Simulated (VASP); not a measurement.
Write the native input for VASP 6.6.1 that does the following.

| Property | Result |
| --- | --- |
| Task | single point |
| Functional | r2SCAN |
| Potentials or basis | VASP PAW PBE potentials, release 64 (K_sv, Mg, Br) |
| Cutoff | 520 eV |
| k mesh | 6 × 6 × 6 |
| Occupations | gaussian, width 0.01 eV |
| Spin | no spin polarisation |
| Dipole correction | no |
| Further INCAR settings | ALGO = Normal; EDIFF = 1e-07; NBANDS = 24 |

KMgBr3:

```
CELL_PARAMETERS angstrom
5.30317 0.00000 0.00000
0.00000 5.30317 0.00000
0.00000 0.00000 5.30317
ATOMIC_POSITIONS crystal
K 0.00000 0.00000 0.00000
Mg 0.50000 0.50000 0.50000
Br 0.50000 0.50000 0.00000
Br 0.50000 0.00000 0.50000
Br 0.00000 0.50000 0.50000
```

The input as run:

POSCAR

```
KMgBr3
1.0
    5.3031670886      0.0000000000      0.0000000000
    0.0000000000      5.3031670886      0.0000000000
    0.0000000000      0.0000000000      5.3031670886
K Mg Br
1 1 3
Direct
    0.0000000000      0.0000000000      0.0000000000
    0.5000000000      0.5000000000      0.5000000000
    0.5000000000      0.5000000000      0.0000000000
    0.5000000000      0.0000000000      0.5000000000
    0.0000000000      0.5000000000      0.5000000000
```

INCAR.step1

```
SYSTEM = KMgBr3
PREC = Accurate ; ENCUT = 520
ISMEAR = 0 ; SIGMA = 0.01
LREAL = .False. ; LASPH = .True.
NELM = 100 ; NBANDS = 24
GGA = PE ; ALGO = Normal
EDIFF = 1E-4 ; LWAVE = .True.
LCHARG = .False.
```

INCAR.step2

```
SYSTEM = KMgBr3
PREC = Accurate ; ENCUT = 520
EDIFF = 1E-7 ; ISMEAR = 0
SIGMA = 0.01 ; LREAL = .False.
LASPH = .True. ; NELM = 100
ALGO = Normal ; ISIF = 2
LWAVE = .False. ; LCHARG = .True.
METAGGA = R2SCAN ; LMIXTAU = .True.
LELF = .True. ; LVHAR = .True.
NBANDS = 24 ; ISTART = 1
```

KPOINTS

```
Automatic mesh
0
Gamma
  6 6 6
  0 0 0
```

Potentials or basis: VASP PAW PBE potentials, release 64 (K_sv, Mg, Br).

Run with:

```console
$ cat potpaw_PBE.64/K_sv/POTCAR potpaw_PBE.64/Mg/POTCAR potpaw_PBE.64/Br/POTCAR > POTCAR
$ cp INCAR.step1 INCAR
$ mpirun -np 1 vasp_std > vasp.out
$ cp INCAR.step2 INCAR
$ mpirun -np 1 vasp_std > vasp.out
```

It gave:

```json
{"Pressure": "-0.1 GPa", "Band gap on the k mesh": "3.57 eV, indirect (least direct gap 4.07 eV)"}
```

Caveat: the PAW data sets were made with another functional, which shifts forces and pressure a little.

It took 100 s on 1 thread of Intel(R) Xeon(R) 6975P-C (Granite Rapids), on a shared host, peak memory 0.29 GiB.
